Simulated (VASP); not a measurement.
Here is a VASP 6.6.1 calculation.

File POSCAR:

```
Br
1.0
    0.0000000000      3.4460852821      3.4460852821
    3.4460852821      0.0000000000      3.4460852821
    3.4460852821      3.4460852821      0.0000000000
Br
2
Direct
    0.0000000000      0.0000000000      0.0000000000
    0.2500000000      0.2500000000      0.2500000000
```

File INCAR.step1:

```
SYSTEM = Br
ALGO = Normal
EDIFF = 1E-4
ENCUT = 520
GGA = PE
ISMEAR = -1
LASPH = .True.
LCHARG = .False.
LREAL = .False.
LWAVE = .True.
NBANDS = 14
NELM = 80
PREC = Accurate
SIGMA = 0.1
```

INCAR.step2

```
SYSTEM = Br
ALGO = Normal
EDIFF = 1E-7
ENCUT = 520
ISIF = 2
ISMEAR = -1
ISTART = 1
LASPH = .True.
LCHARG = .True.
LELF = .True.
LMIXTAU = .True.
LREAL = .False.
LVHAR = .True.
LWAVE = .False.
METAGGA = R2SCAN
NBANDS = 14
NELM = 80
PREC = Accurate
SIGMA = 0.1
```

Contents of KPOINTS:

```
k-points
0
Gamma
  9 9 9
  0 0 0
```

Potentials or basis: VASP PAW PBE potentials, release 64 (Br).

The run is started by

```console
$ cat potpaw_PBE.64/Br/POTCAR > POTCAR
$ cp INCAR.step1 INCAR
$ mpirun -np 1 vasp_std > vasp.out
$ cp INCAR.step2 INCAR
$ mpirun -np 1 vasp_std > vasp.out
```

Predict the pressure.

0.7 GPa.

Estimate the band gap on the k mesh.

zero (band 7 reaches -0.94 eV, above the bottom of band 8 at -2.26 eV).

Caveat: the PAW data sets were made with another functional, which shifts forces and pressure a little.
